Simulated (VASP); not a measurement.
Crystal: Si.

```
Si
1.0
     0.00000    2.71850    2.71850
     2.71850    0.00000    2.71850
     2.71850    2.71850    0.00000
Si
2
Cartesian
  2.7185 2.7185 2.7185
  4.0777 4.0777 4.0777
```

- Program: VASP 6.6.1
- Task: relaxation of cell and atoms
- Functional: LDA
- Potentials or basis: VASP PAW LDA potentials, release 64 (Si)
- Cutoff: 600 eV
- k mesh: 8 × 8 × 8
- Occupations: gaussian, width 0.02 eV
- Spin: no spin polarisation

At the start: pressure -1.7 GPa; volume 20.09 Å³/atom.

**Question.** Where does the relaxation end?

**Answer.** Over 3 steps the energy falls by 2.1 meV/atom and the volume is 19.72 Å³/atom (-1.9 %); space group Fd-3m (No. 227, to 0.05 Å).

The path:
```csv
step,energy change (eV),largest force (eV/Å),pressure (GPa),volume (Å³)
1,0.0000,0.0000,-1.74,40.18
2,-0.0021,0.0000,1.30,38.92
3,-0.0041,0.0000,0.00,39.44
```

Final structure:
```
Si
1.0
     0.00000    2.70158    2.70158
     2.70158    0.00000    2.70158
     2.70158    2.70158    0.00000
Si
2
Direct
  0.50000 0.50000 0.50000
  0.75000 0.75000 0.75000
```
